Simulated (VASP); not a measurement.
# ScAl2N3 (P6/mmm) in VASP: further runs, part 3 of 3

VASP 6.6.1. The steps go on from the part before.

## Step 4: Relaxation of cell and atoms, PBE

This run uses another cell than the first one, of 11.85 Å³/atom, 0.740 times its volume.

The input, INCAR:

```
SYSTEM = ScAl2N3
  PREC = Accurate
  ENCUT = 600
  EDIFF = 1E-6
  ISMEAR = 0
  SIGMA = 0.1
  LREAL = .FALSE.
  LASPH = .TRUE.
  NELM = 100
  ALGO = Normal
  ISIF = 3
  LWAVE = .FALSE.
  LCHARG = .FALSE.
  GGA = PE
  IBRION = 2
  NSW = 100
  EDIFFG = -0.01
```

The input, KPOINTS:

```
regular mesh
0
G
  12 12 10
  0 0 0
```

The input, POSCAR:

```
ScAl2N3
1.0
    4.6151690465      0.0000000000      0.0000000000
   -2.3075845233      3.9968536370      0.0000000000
    0.0000000000      0.0000000000      3.8540036759
Sc Al N
1 2 3
Direct
    0.0000000000      0.0000000000      0.5000000000
    0.3333333333      0.6666666667      0.0000000000
    0.6666666667      0.3333333333      0.0000000000
    0.0000000000      0.0000000000      0.0000000000
    0.3333333333      0.6666666667      0.5000000000
    0.6666666667      0.3333333333      0.5000000000
```

Potentials or basis: VASP PAW PBE potentials, release 64 (Sc_sv, Al, N).

On the command line:

```
$ cat potpaw_PBE.64/Sc_sv/POTCAR potpaw_PBE.64/Al/POTCAR potpaw_PBE.64/N/POTCAR > POTCAR
$ mpirun -np 1 vasp_std > vasp.out
```

OUTCAR:

```text
SYSTEM = ScAl2N3
   PREC = Accurate
   ENCUT = 600
   EDIFF = 1E-6
   ISMEAR = 0
   LREAL = .FALSE.
   LASPH = .TRUE.
   NELM = 100
   ISIF = 3
   GGA = PE
   IBRION = 2
   NSW = 100
   EDIFFG = -0.01

 ion  position               nearest neighbor table
   1  0.000  0.000  0.500-   4 1.93   4 1.93   2 3.29   2 3.29   3 3.29   3 3.29   3 3.29   3 3.29
                             2 3.29   2 3.29   3 3.29   3 3.29   2 3.29   2 3.29
   2  0.333  0.667  0.000-   5 1.93   5 1.93   3 2.66   3 2.66   3 2.66   1 3.29   1 3.29   1 3.29
                             1 3.29   1 3.29   1 3.29
   3  0.667  0.333  0.000-   6 1.93   6 1.93   2 2.66   2 2.66   2 2.66   1 3.29   1 3.29   1 3.29
                             1 3.29   1 3.29   1 3.29
   4  0.000  0.000  0.000-   1 1.93   1 1.93
   5  0.333  0.667  0.500-   2 1.93   2 1.93
   6  0.667  0.333  0.500-   3 1.93   3 1.93

  LATTYP: Found a hexagonal cell.
 ALAT       =     4.6151690465
 C/A-ratio  =     0.8350731332

  Lattice vectors:

 A1 = (   4.6151690465,   0.0000000000,   0.0000000000)
 A2 = (  -2.3075845233,   3.9968536370,   0.0000000000)
 A3 = (   0.0000000000,   0.0000000000,   3.8540036759)

Analysis of symmetry for initial positions (statically):
=====================================================================
 Subroutine PRICEL returns:
 Original cell was already a primitive cell.

 Routine SETGRP: Setting up the symmetry group for a
 hexagonal supercell.

 Subroutine GETGRP returns: Found 24 space group operations
 (whereof 24 operations were pure point group operations)
 out of a pool of 24 trial point group operations.

The static configuration has the point symmetry D_6h.

Analysis of symmetry for dynamics (positions and initial velocities):
=====================================================================
 Subroutine PRICEL returns:
 Original cell was already a primitive cell.

 Routine SETGRP: Setting up the symmetry group for a
 hexagonal supercell.

 Subroutine GETGRP returns: Found 24 space group operations
 (whereof 24 operations were pure point group operations)
 out of a pool of 24 trial point group operations.

The dynamic configuration has the point symmetry D_6h.

 Subroutine INISYM returns: Found 24 space group operations
 (whereof 24 operations are pure point group operations),
 and found     1 'primitive' translations

----------------------------------------------------------------------------------------

                                     Primitive cell

  volume of cell :      71.0915

  direct lattice vectors                    reciprocal lattice vectors
     4.615169047  0.000000000  0.000000000     0.216676787  0.125098401  0.000000000
    -2.307584523  3.996853637  0.000000000     0.000000000  0.250196802  0.000000000
     0.000000000  0.000000000  3.854003676     0.000000000  0.000000000  0.259470432

  length of vectors
     4.615169047  4.615169047  3.854003676     0.250196802  0.250196802  0.259470432

  position of ions in fractional coordinates (direct lattice)
     0.000000000  0.000000000  0.500000000
     0.333333333  0.666666667  0.000000000
     0.666666667  0.333333333  0.000000000
     0.000000000  0.000000000  0.000000000
     0.333333333  0.666666667  0.500000000
[... 63 lines left out ...]
 [... further k-points ...]
   k-points           NKPTS =    114   k-points in BZ     NKDIM =    114   number of bands    NBANDS=     20
   number of dos      NEDOS =    301   number of ions     NIONS =      6
   total plane-waves  NPLWV =  51200
   dimension x,y,z NGX =    40 NGY =   40 NGZ =   32
   dimension x,y,z NGXF=    80 NGYF=   80 NGZF=   64
   ions per type =               1   2   3
   NGX,Y,Z   is equivalent  to a cutoff of  14.41, 14.41, 13.80 a.u.
   NGXF,Y,Z  is equivalent  to a cutoff of  28.82, 28.82, 27.61 a.u.
 SYSTEM =  ScAl2N3
   PREC   = accura    normal or accurate (medium, high low for compatibility)
   ISTART =      0    job   : 0-new  1-cont  2-samecut
   ICHARG =      2    charge: 1-file 2-atom 10-const
   ISPIN  =      1    spin polarized calculation?
   LNONCOLLINEAR =      F non collinear calculations
   LSORBIT =      F    spin-orbit coupling
   LASPH  =      T    aspherical Exc in radial PAW
   ENCUT  =  600.0 eV  44.10 Ry    6.64 a.u.   9.22  9.22  7.70*2*pi/ulx,y,z
   NELM   =    100;   NELMIN=  2; NELMDL= -5     # of ELM steps
   EDIFF  = 0.1E-05   stopping-criterion for ELM
   LREAL  =      F    real-space projection
   EDIFFG = -.1E-01   stopping-criterion for IOM
   NSW    =    100    number of steps for IOM
   IBRION =      2    ionic relax: 0-MD 1-quasi-New 2-CG
   NFREE  =      1    steps in history (QN), initial steepest desc. (CG)
   ISIF   =      3    stress and relaxation
   ISYM   =      2    0-nonsym 1-usesym 2-fastsym
   POTIM  = 0.5000    time-step for ionic-motion
   TEBEG  =    0.0;   TEEND  =   0.0 temperature during run
   PSTRESS=    0.0 pullay stress
   NELECT =      32.0000    total number of electrons
   NUPDOWN=      -1.0000    fix difference up-down
   EMIN   =  10.00;   EMAX   =-10.00  energy-range for DOS
   EFERMI =   0.00;   METHOD = LEGACY
   ISMEAR =     0;   SIGMA  =   0.10  broadening in eV -4-tet -1-fermi 0-gaus
   EFERMI_NEDOS =   21; number of points for ismear=-14 and -15
   IALGO  =     38    algorithm
   IMIX   =      4    mixing-type and parameters
     AMIX     =   0.40;   BMIX     =  1.00
     AMIX_MAG =   1.60;   BMIX_MAG =  1.00
  volume/ion in A,a.u.               =      11.85        79.96
  Fermi-wavevector in a.u.,A,eV,Ry     =   1.254639  2.370924 21.417194  1.574119
  Thomas-Fermi vector in A             =   2.388434
   LORBIT       =      0    0 simple, 1 ext, 2 COOP (PROOUT), +10 PAW based schemes
   GGA     = PE    functional components
   LHFCALC =     F    Hartree Fock is set to
   AEXX    =    0.0000 exact exchange contribution
   IVDW    =     0    specifies the selected vdW correction
   LEPSILON=     F    determine dielectric tensor
   LRPA    =     F    only Hartree local field effects (RPA)
 conjugate gradient relaxation of ions
 non-spin polarized calculation
 Gauss-broadening in eV      SIGMA  =   0.10
  energy-cutoff  :      600.00
  volume of cell :       71.09
 maximum number of plane-waves:      2404
 NGX is ok and might be reduce to    40
   NGX = 19   NGY = 19   NGZ = 15

--------------------------------------- Ionic step        1  -------------------------------------------

 number of electron      31.9999997 magnetization

 Free energy of the ion-electron system (eV)
  ---------------------------------------------------
  ext. energy  EPLUGINS =         0.00000000
  ---------------------------------------------------
  free energy    TOTEN  =       -38.71547183 eV

  energy without entropy =      -38.70078945  energy(sigma->0) =      -38.70813064

------------------------ aborting loop because EDIFF is reached ----------------------------------------

  FORCE on cell =-STRESS in cart. coord.  units (eV):
  Direction    XX          YY          ZZ          XY          YZ          ZX
  --------------------------------------------------------------------------------------
  -------------------------------------------------------------------------------------
  Total       -0.0262070     -0.0262070      0.2222199      0.0000000      0.0000000     -0.0000000
  in kB       -0.5906234     -0.5906234      5.0081291      0.0000000      0.0000000     -0.0000000
  external PRESSURE =       1.2756274 kB  Pullay stress =       0.0000000 kB
[... 107 lines left out ...]
--------------------------------------- Ionic step        4  -------------------------------------------

 number of electron      31.9999997 magnetization

 Free energy of the ion-electron system (eV)
  ---------------------------------------------------
  ext. energy  EPLUGINS =         0.00000000
  ---------------------------------------------------
  free energy    TOTEN  =       -38.71565677 eV

  energy without entropy =      -38.70083327  energy(sigma->0) =      -38.70824502

 E-fermi :   6.5472     XC(G=0): -11.0369

 val. band max:        6.5469375879   @ k =   0.0833   0.0833   0.0000
 cond. band min:       6.5512508531   @ k =   0.4167   0.1667   0.0000
 fundamental gap:      0.0043132652
 Fermi energy:         6.5471875236

 k-point     1 :       0.0000    0.0000    0.0000
  band No.  band energies     occupation
      1     -41.9277      2.00000
      2     -20.7541      2.00000
      3     -20.6057      2.00000
      4     -20.6057      2.00000
      5      -8.9210      2.00000
      6      -7.0713      2.00000
[... 541 lines left out ...]
     19       9.1460      0.00000
     20       9.7412      0.00000

 [... further k-points ...]

------------------------ aborting loop because EDIFF is reached ----------------------------------------

  FORCE on cell =-STRESS in cart. coord.  units (eV):
  Direction    XX          YY          ZZ          XY          YZ          ZX
  --------------------------------------------------------------------------------------
  -------------------------------------------------------------------------------------
  Total       -0.0433359     -0.0433359     -0.0041596      0.0000000      0.0000000      0.0000000
  in kB       -0.9767293     -0.9767293     -0.0937508      0.0000000      0.0000000      0.0000000
  external PRESSURE =      -0.6824031 kB  Pullay stress =       0.0000000 kB
[... 21 lines left out ...]
  FREE ENERGIE OF THE ION-ELECTRON SYSTEM (eV)
  ---------------------------------------------------
  free  energy   TOTEN  =       -38.7156567677 eV

  energy  without entropy=      -38.7008332657  energy(sigma->0) =      -38.70824502

 reached required accuracy - stopping structural energy minimisation
```

Run time: 5.5 min. Hardware: 1 thread of Intel Xeon Platinum 8488C (Sapphire Rapids), shared host; peak memory 0.37 GiB.

What came out:

* Free energy: -38.7157 eV
* Energy gained by relaxing: 0.0 meV/atom
* Ionic steps: 4
* Pressure after relaxing: -0.1 GPa
* Band gap on the k mesh: zero (band 16 reaches 7.06 eV, above the bottom of band 17 at 6.24 eV)

The path:
| step | energy change (eV) | largest force (eV/Å) | pressure (GPa) | volume (Å³) |
| --- | --- | --- | --- | --- |
| 1 | 0.0000 | 0.0000 | 0.13 | 71.09 |
| 2 | -0.0001 | 0.0000 | -0.28 | 71.19 |
| 3 | -0.0001 | 0.0000 | -0.12 | 71.15 |
| 4 | -0.0002 | 0.0000 | -0.07 | 71.09 |

Final structure:
```yaml
crystal:
  lattice:
    - [4.61203, 0.00000, 0.00000]
    - [-2.30601, 3.99413, 0.00000]
    - [0.00000, 0.00000, 3.85895]
  atoms:
    - { symbol: Sc, position: [0.00000, 0.00000, 0.50000] }
    - { symbol: Al, position: [0.33333, 0.66667, 0.00000] }
    - { symbol: Al, position: [0.66667, 0.33333, 0.00000] }
    - { symbol: N, position: [0.00000, 0.00000, 0.00000] }
    - { symbol: N, position: [0.33333, 0.66667, 0.50000] }
    - { symbol: N, position: [0.66667, 0.33333, 0.50000] }
```

## Step 5: The runs side by side

```csv
task,spin,cell,k mesh,cutoff (eV),gap on the mesh (eV),pressure (GPa),relaxed volume (Å³/atom)
relaxation of cell and atoms,off,"relaxed from a = 3.924, b = 3.924, c = 7.202 Å, angles 90.0, 90.0, 120.0°, 6 atoms",6 × 6 × 4,600,none,0.1,11.76
single point,"collinear, ferromagnetic start","a = 3.924, b = 3.924, c = 7.202 Å, angles 90.0, 90.0, 120.0°, 6 atoms",6 × 6 × 4,520,none,3.0,-
relaxation of cell and atoms,off,"relaxed from a = 4.615, b = 4.615, c = 3.854 Å, angles 90.0, 90.0, 120.0°, 6 atoms",12 × 12 × 10,600,none,-0.1,11.85
```

Alike in all rows: level PBE; potentials or basis VASP PAW PBE potentials, release 64 (Sc_sv, Al, N); smearing gaussian 0.1 eV.

Caveats: the volume moved by over 15 % at a fixed basis, so the end points are rough (some runs).

Absolute energies hang on the potentials; compare differences alone.
